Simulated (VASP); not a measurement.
# MoS2 (R3m) in VASP: settings compared

MoS2 is run at these levels: PBE, r2SCAN; tasks: single point.

Program: VASP 6.6.1. These are calculated values, not measurements. Logs are shortened: lines on timing, memory, paths and dates and some standing lists are left out, and cuts for length are marked.

### Step 1. The cell of the first run

It takes space group R3m (No. 160, trigonal). The conventional cell has a = 3.290 Å, b = 3.290 Å, c = 18.197 Å, α = 90.00°, β = 90.00°, γ = 120.00°. Within 3.2 Å of Mo (site symmetry 3m) lie 6 S at 2.43 Å. S (site symmetry 3m) has 3 Mo at 2.43 Å and 1 S at 3.04 Å within 3.2 Å. Within 3.2 Å of S (site symmetry 3m) lie 3 Mo at 2.43 Å and 1 S at 3.04 Å.

### Step 2. Single point, PBE (epitaxial xy strain +3.6%)

Input file INCAR:

```
SYSTEM = MoS2
  PREC = Accurate
  ENCUT = 520
  EDIFF = 1E-6
  ISMEAR = -1
  SIGMA = 0.02
  LREAL = .FALSE.
  LASPH = .TRUE.
  NELM = 60
  ALGO = Normal
  ISIF = 2
  LWAVE = .FALSE.
  LCHARG = .FALSE.
  GGA = PE
  NBANDS = 20
```

Input file KPOINTS:

```
regular mesh
0
G
  10 10 10
  0 0 0
```

Input file POSCAR:

```
MoS2
1.0
    1.6450615192      0.9497767110      6.0655340359
   -1.6450615192      0.9497767110      6.0655340359
    0.0000000000     -1.8995534219      6.0655340359
Mo S
1 2
Direct
   -0.0000167050     -0.0000167050     -0.0000167050
    0.4168537720      0.4168537720      0.4168537720
    0.2498295997      0.2498295997      0.2498295997
```

Potentials or basis: VASP PAW PBE potentials, release 64 (Mo_sv, S).

Started as:

```
cat potpaw_PBE.64/Mo_sv/POTCAR potpaw_PBE.64/S/POTCAR > POTCAR
mpirun -np 1 vasp_std > vasp.out
```

OUTCAR:

```text
SYSTEM = MoS2
   PREC = Accurate
   ENCUT = 520
   EDIFF = 1E-6
   ISMEAR = -1
   LREAL = .FALSE.
   LASPH = .TRUE.
   NELM = 60
   ISIF = 2
   GGA = PE

 ion  position               nearest neighbor table
   1  1.000  1.000  1.000-   3 2.43   3 2.43   3 2.43   2 2.43   2 2.43   2 2.43
   2  0.417  0.417  0.417-   1 2.43   1 2.43   1 2.43
   3  0.250  0.250  0.250-   1 2.43   1 2.43   1 2.43

  LATTYP: Found a trigonal (rhomboedric) cell.
 ALAT       =     6.3560212667
 COS(alpha) =     0.8660250513

  Lattice vectors:

 A1 = (   1.6450615192,   0.9497767110,   6.0655340359)
 A2 = (  -1.6450615192,   0.9497767110,   6.0655340359)
 A3 = (   0.0000000000,  -1.8995534219,   6.0655340359)

Analysis of symmetry for initial positions (statically):
=====================================================================
 Subroutine PRICEL returns:
 Original cell was already a primitive cell.

 Routine SETGRP: Setting up the symmetry group for a
 trigonal (rhombohedral) supercell.

 Subroutine GETGRP returns: Found  6 space group operations
 (whereof  6 operations were pure point group operations)
 out of a pool of 12 trial point group operations.

The static configuration has the point symmetry C_3v.

Analysis of symmetry for dynamics (positions and initial velocities):
=====================================================================
 Subroutine PRICEL returns:
 Original cell was already a primitive cell.

 Routine SETGRP: Setting up the symmetry group for a
 trigonal (rhombohedral) supercell.

 Subroutine GETGRP returns: Found  6 space group operations
 (whereof  6 operations were pure point group operations)
 out of a pool of 12 trial point group operations.

The dynamic configuration has the point symmetry C_3v.

 Subroutine INISYM returns: Found  6 space group operations
 (whereof  6 operations are pure point group operations),
 and found     1 'primitive' translations

----------------------------------------------------------------------------------------

                                     Primitive cell

  volume of cell :      56.8622

  direct lattice vectors                    reciprocal lattice vectors
     1.645061519  0.949776711  6.065534036     0.303940001  0.175479841  0.054955315
    -1.645061519  0.949776711  6.065534036    -0.303940001  0.175479841  0.054955315
     0.000000000 -1.899553422  6.065534036     0.000000000 -0.350959683  0.054955315

  length of vectors
     6.356021267  6.356021267  6.356021267     0.355236239  0.355236239  0.355236239

  position of ions in fractional coordinates (direct lattice)
     0.999983295  0.999983295  0.999983295
     0.416853772  0.416853772  0.416853772
     0.249829600  0.249829600  0.249829600

  ion indices of the primitive-cell ions
   primitive index   ion index
                 1           1
                 2           2
                 3           3

----------------------------------------------------------------------------------------

 KPOINTS: regular mesh

Automatic generation of k-mesh.
 Grid dimensions read from file:
 generate k-points for:   10   10   10

 Generating k-lattice:

  Cartesian coordinates                     Fractional coordinates (reciprocal lattice)
     0.030394000  0.017547984  0.005495531     0.100000000 -0.000000000  0.000000000
    -0.030394000  0.017547984  0.005495531    -0.000000000  0.100000000  0.000000000
     0.000000000 -0.035095968  0.005495531     0.000000000  0.000000000  0.100000000

  Length of vectors
     0.035523624  0.035523624  0.035523624

  Shift w.r.t. Gamma in fractional coordinates (k-lattice)
     0.000000000  0.000000000  0.000000000

 Subroutine IBZKPT returns following result:
 ===========================================

 Found    116 irreducible k-points:

 Following reciprocal coordinates:
            Coordinates               Weight
  0.000000  0.000000  0.000000      1.000000
  0.100000 -0.000000  0.000000      6.000000
  0.200000 -0.000000  0.000000      6.000000
  0.300000  0.000000 -0.000000      6.000000
  0.400000  0.000000 -0.000000      6.000000
  0.500000  0.000000 -0.000000      3.000000
[... 16 lines left out ...]
  0.300000  0.300000 -0.000000      6.000000
  0.400000  0.300000 -0.000000     12.000000
 [... further k-points ...]
   k-points           NKPTS =    116   k-points in BZ     NKDIM =    116   number of bands    NBANDS=     20
   number of dos      NEDOS =    301   number of ions     NIONS =      3
   total plane-waves  NPLWV = 110592
   dimension x,y,z NGX =    48 NGY =   48 NGZ =   48
   dimension x,y,z NGXF=    96 NGYF=   96 NGZF=   96
   ions per type =               1   2
   NGX,Y,Z   is equivalent  to a cutoff of  12.55, 12.55, 12.55 a.u.
   NGXF,Y,Z  is equivalent  to a cutoff of  25.11, 25.11, 25.11 a.u.
 SYSTEM =  MoS2
   PREC   = accura    normal or accurate (medium, high low for compatibility)
   ISTART =      0    job   : 0-new  1-cont  2-samecut
   ICHARG =      2    charge: 1-file 2-atom 10-const
   ISPIN  =      1    spin polarized calculation?
   LNONCOLLINEAR =      F non collinear calculations
   LSORBIT =      F    spin-orbit coupling
   LASPH  =      T    aspherical Exc in radial PAW
   ENCUT  =  520.0 eV  38.22 Ry    6.18 a.u.  11.82 11.82 11.82*2*pi/ulx,y,z
   NELM   =     60;   NELMIN=  2; NELMDL= -5     # of ELM steps
   EDIFF  = 0.1E-05   stopping-criterion for ELM
   LREAL  =      F    real-space projection
   EDIFFG = 0.1E-04   stopping-criterion for IOM
   NSW    =      0    number of steps for IOM
   IBRION =     -1    ionic relax: 0-MD 1-quasi-New 2-CG
   NFREE  =      0    steps in history (QN), initial steepest desc. (CG)
   ISIF   =      2    stress and relaxation
   ISYM   =      2    0-nonsym 1-usesym 2-fastsym
   POTIM  = 0.5000    time-step for ionic-motion
   TEBEG  =    0.0;   TEEND  =   0.0 temperature during run
   PSTRESS=    0.0 pullay stress
   NELECT =      26.0000    total number of electrons
   NUPDOWN=      -1.0000    fix difference up-down
   EMIN   =  10.00;   EMAX   =-10.00  energy-range for DOS
   EFERMI =   0.00;   METHOD = LEGACY
   ISMEAR =    -1;   SIGMA  =   0.02  broadening in eV -4-tet -1-fermi 0-gaus
   EFERMI_NEDOS =   21; number of points for ismear=-14 and -15
   IALGO  =     38    algorithm
   IMIX   =      4    mixing-type and parameters
     AMIX     =   0.40;   BMIX     =  1.00
     AMIX_MAG =   1.60;   BMIX_MAG =  1.00
  volume/ion in A,a.u.               =      18.95       127.91
  Fermi-wavevector in a.u.,A,eV,Ry     =   1.261221  2.383363 21.642504  1.590679
  Thomas-Fermi vector in A             =   2.394691
   LORBIT       =      0    0 simple, 1 ext, 2 COOP (PROOUT), +10 PAW based schemes
   GGA     = PE    functional components
   LHFCALC =     F    Hartree Fock is set to
   AEXX    =    0.0000 exact exchange contribution
   IVDW    =     0    specifies the selected vdW correction
   LEPSILON=     F    determine dielectric tensor
   LRPA    =     F    only Hartree local field effects (RPA)
 non-spin polarized calculation
  energy-cutoff  :      520.00
  volume of cell :       56.86
 maximum number of plane-waves:      1548
   NGX = 23   NGY = 23   NGZ = 23

 number of electron      26.0000000 magnetization

 Free energy of the ion-electron system (eV)
  ---------------------------------------------------
  ext. energy  EPLUGINS =         0.00000000
  ---------------------------------------------------
  free energy    TOTEN  =       -21.72472785 eV

  energy without entropy =      -21.72472773  energy(sigma->0) =      -21.72472779

 E-fermi :   7.2493     XC(G=0): -10.5089

 val. band max:        7.0617179053   @ k =   0.5000   0.5000   0.5000
 cond. band min:       7.5012802723   @ k =  -0.3000   0.3000   0.0000
 fundamental gap:      0.4395623670
 Fermi energy:         7.2492669941

 k-point     1 :       0.0000    0.0000    0.0000
  band No.  band energies     occupation
      1     -54.8268      2.00000
      2     -28.9041      2.00000
      3     -28.8137      2.00000
      4     -28.8137      2.00000
      5      -7.8748      2.00000
      6      -6.1558      2.00000
[... 12 lines left out ...]
     19      14.4617      0.00000
     20      15.4312      0.00000

 k-point     2 :       0.1000   -0.0000    0.0000
  band No.  band energies     occupation
      1     -54.8245      2.00000
      2     -28.8991      2.00000
      3     -28.8398      2.00000
      4     -28.8197      2.00000
      5      -7.7438      2.00000
      6      -6.1224      2.00000
[... 12 lines left out ...]
     19      15.0326      0.00000
     20      15.4956      0.00000

 k-point     3 :       0.2000   -0.0000    0.0000
  band No.  band energies     occupation
      1     -54.8185      2.00000
      2     -28.9074      2.00000
      3     -28.8860      2.00000
      4     -28.8353      2.00000
      5      -7.3817      2.00000
      6      -6.0300      2.00000
[... 12 lines left out ...]
     19      15.2080      0.00000
     20      15.7213      0.00000

 k-point     4 :       0.3000    0.0000   -0.0000
  band No.  band energies     occupation
      1     -54.8110      2.00000
      2     -28.9900      2.00000
      3     -28.8698      2.00000
      4     -28.8545      2.00000
      5      -6.8848      2.00000
      6      -5.9048      2.00000
[... 12 lines left out ...]
     19      14.2536      0.00000
     20      14.8834      0.00000

 k-point     5 :       0.4000    0.0000   -0.0000
  band No.  band energies     occupation
      1     -54.8050      2.00000
      2     -29.0559      2.00000
      3     -28.8700      2.00000
      4     -28.8567      2.00000
      5      -6.4246      2.00000
      6      -5.7951      2.00000
[... 12 lines left out ...]
     19      13.8146      0.00000
     20      14.2179      0.00000
[... 353 lines left out ...]
      6      -5.7252      2.00000
[... 12 lines left out ...]
     19      14.7761      0.00000
     20      15.5291      0.00000

 k-point    22 :      -0.2000    0.2000    0.0000
  band No.  band energies     occupation
      1     -54.8075      2.00000
      2     -29.0042      2.00000
      3     -28.8876      2.00000
      4     -28.8623      2.00000
      5      -6.6498      2.00000
      6      -5.8170      2.00000
[... 12 lines left out ...]
     19      14.8491      0.00000
     20      15.6051      0.00000

 k-point    23 :       0.3000    0.3000   -0.0000
  band No.  band energies     occupation
      1     -54.8110      2.00000
      2     -28.9900      2.00000
      3     -28.8698      2.00000
      4     -28.8545      2.00000
      5      -6.8362      2.00000
      6      -5.9770      2.00000
[... 12 lines left out ...]
     19      14.6554      0.00000
     20      15.0385      0.00000

 k-point    24 :       0.4000    0.3000   -0.0000
  band No.  band energies     occupation
      1     -54.8068      2.00000
      2     -29.0247      2.00000
      3     -28.8764      2.00000
      4     -28.8607      2.00000
      5      -6.5206      2.00000
      6      -5.9041      2.00000
[... 12 lines left out ...]
     19      14.4446      0.00000
     20      15.1899      0.00000

 [... further k-points ...]
[... 5 lines left out ...]
  --------------------------------------------------------------------------------------
  -------------------------------------------------------------------------------------
  Total       -2.4800313     -2.4800313      0.9569364      0.0000000      0.0000000      0.0000000
  in kB      -69.8785358    -69.8785358     26.9630935      0.0000000      0.0000000      0.0000000
  external PRESSURE =     -37.5979927 kB  Pullay stress =       0.0000000 kB

 VOLUME and BASIS-vectors are now :
 -----------------------------------------------------------------------------
  energy-cutoff  :      520.00
  volume of cell :       56.86
      direct lattice vectors                 reciprocal lattice vectors
     1.645061519  0.949776711  6.065534036     0.303940001  0.175479841  0.054955315
    -1.645061519  0.949776711  6.065534036    -0.303940001  0.175479841  0.054955315
     0.000000000 -1.899553422  6.065534036     0.000000000 -0.350959683  0.054955315

 POSITION                                       TOTAL-FORCE (eV/Angst)
 -----------------------------------------------------------------------------------
      0.00000      0.00000     18.19630         0.000000      0.000000      0.003351
      0.00000      0.00000      7.58532         0.000000      0.000000      0.066658
      0.00000      0.00000      4.54605         0.000000     -0.000000     -0.070010
 -----------------------------------------------------------------------------------
    total drift:                               -0.000000      0.000000     -0.000035

  FREE ENERGIE OF THE ION-ELECTRON SYSTEM (eV)
  ---------------------------------------------------
  free  energy   TOTEN  =       -21.7247278501 eV

  energy  without entropy=      -21.7247277297  energy(sigma->0) =      -21.72472779
```

It took 11 min on 1 thread of AMD EPYC 7R13, shared host; peak memory 0.35 GiB.

Results:

```yaml
Free_energy: -21.7247 eV
Pressure: -3.8 GPa
Largest_force: 0.070 eV/Å
Band_gap_on_the_k_mesh: 0.44 eV, indirect (least direct gap 1.60 eV)
```

Forces on the atoms (eV/Å):
```
Mo   0.000  0.000  0.003
S    0.000  0.000  0.067
S    0.000  0.000 -0.070
```

Caveat: the cell differs from its parent crystal (epitaxial xy strain +3.6%).

### Step 3. Single point, r2SCAN (epitaxial xy strain +3.6%)

POSCAR is that of step 2.

Input file INCAR.step1:

```
ALGO = Normal
EDIFF = 1E-4
ENCUT = 520
GGA = PE
ISMEAR = 0
LASPH = T
LCHARG = F
LREAL = F
LWAVE = T
NBANDS = 20
NELM = 100
PREC = Accurate
SIGMA = 0.01
```

Input file INCAR.step2:

```
ALGO = Normal
EDIFF = 1E-6
ENCUT = 520
ISIF = 2
ISMEAR = 0
ISTART = 1
LASPH = T
LCHARG = T
LELF = T
LMIXTAU = T
LREAL = F
LVHAR = T
LWAVE = F
METAGGA = R2SCAN
NBANDS = 20
NELM = 100
PREC = Accurate
SIGMA = 0.01
```

Input file KPOINTS:

```
k-points
0
Gamma
  10 10 10
```

Potentials or basis: VASP PAW PBE potentials, release 64 (Mo_sv, S).

Started as:

```
cat potpaw_PBE.64/Mo_sv/POTCAR potpaw_PBE.64/S/POTCAR > POTCAR
cp INCAR.step1 INCAR
mpirun -np 1 vasp_std > vasp.out
cp INCAR.step2 INCAR
mpirun -np 1 vasp_std > vasp.out
```

OUTCAR:

```text
EDIFF = 1E-6
   ENCUT = 520
   ISIF = 2
   ISMEAR = 0
   ISTART = 1
   LASPH = T
   LREAL = F
   METAGGA = R2SCAN
   NELM = 100
   PREC = Accurate

 ion  position               nearest neighbor table
   1  1.000  1.000  1.000-   3 2.43   3 2.43   3 2.43   2 2.43   2 2.43   2 2.43
   2  0.417  0.417  0.417-   1 2.43   1 2.43   1 2.43
   3  0.250  0.250  0.250-   1 2.43   1 2.43   1 2.43

  LATTYP: Found a trigonal (rhomboedric) cell.
 ALAT       =     6.3560212667
 COS(alpha) =     0.8660250513

  Lattice vectors:

 A1 = (   1.6450615192,   0.9497767110,   6.0655340359)
 A2 = (  -1.6450615192,   0.9497767110,   6.0655340359)
 A3 = (   0.0000000000,  -1.8995534219,   6.0655340359)

Analysis of symmetry for initial positions (statically):
=====================================================================
 Subroutine PRICEL returns:
 Original cell was already a primitive cell.

 Routine SETGRP: Setting up the symmetry group for a
[... 158 lines left out ...]
   NGX = 23   NGY = 23   NGZ = 23

 number of electron      26.0000000 magnetization

 Free energy of the ion-electron system (eV)
  ---------------------------------------------------
  ext. energy  EPLUGINS =         0.00000000
  ---------------------------------------------------
  free energy    TOTEN  =       -44.93363876 eV

  energy without entropy =      -44.93363876  energy(sigma->0) =      -44.93363876

 E-fermi :   7.1542     XC(G=0): -11.1689

 val. band max:        6.9726382799   @ k =   0.5000   0.5000   0.5000
 cond. band min:       7.4536835348   @ k =  -0.3000   0.3000   0.0000
 fundamental gap:      0.4810452549
 Fermi energy:         7.1542077626

 k-point     1 :       0.0000    0.0000    0.0000
  band No.  band energies     occupation
      1     -56.9197      2.00000
      2     -30.2649      2.00000
      3     -30.1728      2.00000
      4     -30.1728      2.00000
      5      -8.6923      2.00000
      6      -6.8911      2.00000
[... 541 lines left out ...]
     19      14.8000      0.00000
     20      15.6032      0.00000

 [... further k-points ...]
[... 5 lines left out ...]
  --------------------------------------------------------------------------------------
  -------------------------------------------------------------------------------------
  Total       -2.8617343     -2.8617343      0.3539326      0.0000000      0.0000000      0.0000000
  in kB      -80.6335790    -80.6335790      9.9725721      0.0000000      0.0000000      0.0000000
  external PRESSURE =     -50.4315286 kB  Pullay stress =       0.0000000 kB

 VOLUME and BASIS-vectors are now :
 -----------------------------------------------------------------------------
  energy-cutoff  :      520.00
  volume of cell :       56.86
      direct lattice vectors                 reciprocal lattice vectors
     1.645061519  0.949776711  6.065534036     0.303940001  0.175479841  0.054955315
    -1.645061519  0.949776711  6.065534036    -0.303940001  0.175479841  0.054955315
     0.000000000 -1.899553422  6.065534036     0.000000000 -0.350959683  0.054955315

 POSITION                                       TOTAL-FORCE (eV/Angst)
 -----------------------------------------------------------------------------------
      0.00000      0.00000     18.19630         0.000000      0.000000      0.000458
      0.00000      0.00000      7.58532         0.000000     -0.000000     -0.052857
      0.00000      0.00000      4.54605         0.000000      0.000000      0.052398
 -----------------------------------------------------------------------------------
    total drift:                               -0.000000      0.000000      0.000015

  FREE ENERGIE OF THE ION-ELECTRON SYSTEM (eV)
  ---------------------------------------------------
  free  energy   TOTEN  =       -44.9336387646 eV

  energy  without entropy=      -44.9336387646  energy(sigma->0) =      -44.93363876
```

OSZICAR.step1:

```text
N       E                     dE             d eps       ncg     rms          rms(c)
DAV:   1     0.180181117675E+03    0.18018E+03   -0.13397E+04  4656   0.122E+03
DAV:   2    -0.158851684476E+02   -0.19607E+03   -0.19095E+03  5724   0.312E+02
DAV:   3    -0.232750902721E+02   -0.73899E+01   -0.73117E+01  5736   0.567E+01
DAV:   4    -0.233649233924E+02   -0.89833E-01   -0.89783E-01  5744   0.660E+00
DAV:   5    -0.233663354774E+02   -0.14121E-02   -0.14120E-02  5804   0.799E-01    0.217E+01
DAV:   6    -0.221892495836E+02    0.11771E+01   -0.13391E+01  4880   0.211E+01    0.878E+00
DAV:   7    -0.218062337091E+02    0.38302E+00   -0.44231E+00  4784   0.119E+01    0.536E+00
DAV:   8    -0.217248114521E+02    0.81422E-01   -0.46355E-01  5344   0.411E+00    0.158E+00
DAV:   9    -0.217255146519E+02   -0.70320E-03   -0.16908E-02  5324   0.834E-01    0.498E-01
DAV:  10    -0.217248011775E+02    0.71347E-03   -0.86162E-03  5252   0.602E-01    0.153E-01
DAV:  11    -0.217247280554E+02    0.73122E-04   -0.75023E-04  5360   0.185E-01
   1 F= -.21724728E+02 E0= -.21724728E+02  d E =-.864949-170
```

Wall time 40 min (1 thread of AMD EPYC 7R13, shared host); peak memory 0.4 GiB.

Results:

```
Free energy            : -44.9336 eV
Pressure               : -5.0 GPa
Largest force          : 0.053 eV/Å
Band gap on the k mesh : 0.48 eV, indirect (least direct gap 1.70 eV)
```

Forces on the atoms (eV/Å):
```
Mo   0.000  0.000  0.000
S    0.000  0.000 -0.053
S    0.000  0.000  0.052
```

Stress tensor (GPa, compression positive):
```
-8.06  0.00  0.00
 0.00 -8.06  0.00
 0.00  0.00  1.00
```

Levels at points of the mesh, in eV from the valence-band top:
```
           k point  band 11  band 12  band 13  band 14  band 15  band 16
(0.00, 0.00, 0.00)    -2.88    -1.17    -0.98     1.64     1.64     2.11
(0.50, 0.00, 0.00)    -2.40    -2.31    -1.61     1.06     1.48     3.17
(0.50, 0.50, 0.00)    -2.97    -2.51    -1.50     1.00     1.56     2.83
(0.50, 0.50, 0.50)    -2.84    -2.84     0.00     1.75     1.75     1.96
```

Caveat: the cell differs from its parent crystal (epitaxial xy strain +3.6%); the PAW data sets were made with another functional, which shifts forces and pressure a little. A k mesh can miss the band edges.
